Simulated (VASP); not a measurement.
Runs of VASP 6.6.1 on TeW. The structure is that of space group Pm-3m (No. 221), or close to it. The cells are those of the table. 

```csv
task,cell,k mesh,cutoff (eV),gap on the mesh (eV),pressure (GPa),relaxed volume (Å³/atom)
relaxation of cell and atoms,"relaxed from a = 3.689 Å, 2 atoms",6 × 6 × 6,500,none,0.0,18.61
relaxation of cell and atoms,"relaxed from a = 3.340 Å, 2 atoms",16 × 16 × 16,600,none,0.0,18.59
single point,"a = 3.354, b = 3.354, c = 3.300 Å, 2 atoms",6 × 6 × 4,500,none,0.2,-
single point,"a = 3.340 Å, 2 atoms",6 × 6 × 6,500,none,(a),-
single point,"a = 3.337 Å, 2 atoms",16 × 16 × 16,520,none,0.0,-
```

Alike in all rows: level PBE; potentials or basis VASP PAW PBE potentials, release 64 (Te, W_sv); no spin polarisation; smearing gaussian 0.1 eV.

Estimate the missing entries.

(a) -0.2.

Caveats: some runs use coarse meshes; spin-orbit coupling is left out, which moves the levels of the heavy elements; the volume moved by over 15 % at a fixed basis, so the end points are rough (some runs).

A k mesh can miss the band edges, and the runs leave out spin-orbit coupling on Te, W.

A gap of «none» marks levels without a gap at the run's occupations.
